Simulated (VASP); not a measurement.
Set up this calculation in VASP 6.6.1, as the native input.

```
Task                   : relaxation of cell and atoms
Functional             : PBE
Potentials or basis    : VASP PAW PBE potentials, release 64 (Sb, Se)
Cutoff                 : 600 eV
k mesh                 : 8 × 8 × 8
Occupations            : gaussian, width 0.1 eV
Spin                   : no spin polarisation
Dipole correction      : no
Further INCAR settings : ALGO = Normal; EDIFF = 1e-06; IBRION = 2; EDIFFG = -0.01; NSW = 100; ISIF = 3
```

The structure of Sb2Se5 lies in POSCAR:

```
Sb2Se5
1.0
   -3.7310657199      3.7310657199      4.4076907085
    3.7310657199     -3.7310657199      4.4076907085
    3.7310657199      3.7310657199     -4.4076907085
Sb Se
2 5
Direct
    0.1814863600      0.1814863600      0.0000000000
    0.8185136400      0.8185136400      0.0000000000
    0.5000000000      0.5000000000      0.5000000000
    0.0000000000      0.0000000000      0.5000000000
    0.5000000000      0.0000000000      0.0000000000
    0.0000000000      0.5000000000      0.0000000000
    0.5000000000      0.5000000000      0.0000000000
```

The cell was generated, and may not be a known phase.

The input as run:

INCAR

```
SYSTEM = Sb2Se5
ALGO = Normal
EDIFF = 1E-6
EDIFFG = -0.01
ENCUT = 600
GGA = PE
IBRION = 2
ISIF = 3
ISMEAR = 0
LASPH = .TRUE.
LCHARG = .FALSE.
LREAL = .FALSE.
LWAVE = .FALSE.
NELM = 100
NSW = 100
PREC = Accurate
SIGMA = 0.1
```

KPOINTS

```
k-points
0
G
  8 8 8
  0 0 0
```

Potentials or basis: VASP PAW PBE potentials, release 64 (Sb, Se).

Run with:

```console
$ cat potpaw_PBE.64/Sb/POTCAR potpaw_PBE.64/Se/POTCAR > POTCAR
$ mpirun -np 1 vasp_std > vasp.out
```

It gave:

```
Relaxed volume                        : 34.88 Å³/atom
Relaxed cell                          : a = 6.861 Å, b = 6.861 Å, c = 6.861 Å, α = 114.16°, β = 114.16°, γ = 100.45°
Space group after relaxing (to 0.1 Å) : I4/mmm (No. 139)
Energy gained by relaxing             : 0.2 meV/atom
Ionic steps                           : 6
Pressure after relaxing               : 0.0 GPa
Band gap on the k mesh                : zero (bands 20 and 21 overlap by 0.92 eV)
```

Caveat: spin-orbit coupling is left out, which moves the levels of the heavy elements.

Run time: 40 min on 1 thread of Intel Xeon 8259CL, with other jobs on the host, peak memory 0.72 GiB.
